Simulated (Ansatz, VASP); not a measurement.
**TaN: VASP beside Ansatz**

File INCAR:

```
PREC = Accurate
ENCUT = 520
EDIFF = 1E-8
ISMEAR = -1
SIGMA = 0.03
LREAL = F
LASPH = T
NELM = 60
ALGO = Normal
ISIF = 2
LWAVE = F
LCHARG = F
GGA = PE
LEFG = T
NBANDS = 33
```

The input KPOINTS:

```
Automatic mesh
0
Gamma
  5 5 8
```

POSCAR

```
TaN
1.0
    5.2532307548      0.0000000000      0.0000000000
   -2.6266153774      4.5494312856      0.0000000000
    0.0000000000      0.0000000000      2.9462675463
Ta N
3 3
Direct
    0.0000000000      0.0000000000      0.0000000000
    0.3333333333      0.6666666667      0.5000000000
    0.6666666667      0.3333333333      0.5000000000
    0.5000000000      0.0000000000      0.0000000000
    0.5000000000      0.5000000000      0.0000000000
    0.0000000000      0.5000000000      0.0000000000
```

Input for Ansatz:

```yaml
crystal:
  lattice:
    - [5.2532307548, 0.0, 0.0]
    - [-2.6266153774, 4.5494312856, 0.0]
    - [0.0, 0.0, 2.9462675463]
  atoms:
    - { symbol: Ta, position: [0.0, 0.0, 0.0] }
    - { symbol: Ta, position: [0.3333333333, 0.6666666667, 0.5] }
    - { symbol: Ta, position: [0.6666666667, 0.3333333333, 0.5] }
    - { symbol: "N", position: [0.5, 0.0, 0.0] }
    - { symbol: "N", position: [0.5, 0.5, 0.0] }
    - { symbol: "N", position: [0.0, 0.5, 0.0] }
kpoints:
  mp_grid: { grid: [5, 5, 8] }
scf:
  occupations: { method: fermi_dirac, width: 0.03 }
hamiltonian:
  xc: pbe
  pseudopotentials: { kind: all_electron, datasets: crystal }
output:
  forces: true
  stress: true
  eigenvalues: true
  efg: { contact_densities: true }
```

Change from the starting cell: volume scaled by 1.04, crystal datasets.

Alike in both runs: task electric field gradients; functional PBE; k mesh 5 × 5 × 8; occupations fermi-dirac, width 0.03 eV; no spin polarisation.

```csv
,VASP,Ansatz
version,VASP 6.6.1,Ansatz 0.2.0
potentials or method,"VASP PAW PBE potentials, release 64 (Ta_pv, N), cutoff 520 eV","all-electron PAW with datasets made for the crystal, scalar-relativistic"
```

|  | VASP | Ansatz | Ansatz less VASP |
| --- | --- | --- | --- |
| pressure (GPa) | -1.4 | -1.9 | -0.53 |
| traceless stress, the component that is largest in VASP (GPa) | -2.12 | -2.29 | -0.165 |
| size of Vzz on the site where it differs most (V/Å²) | 338.8 | 459.5 | +120.79 |

Ansatz ran all-electron here, and VASP with PAW potentials.

Spin-orbit coupling is off throughout.
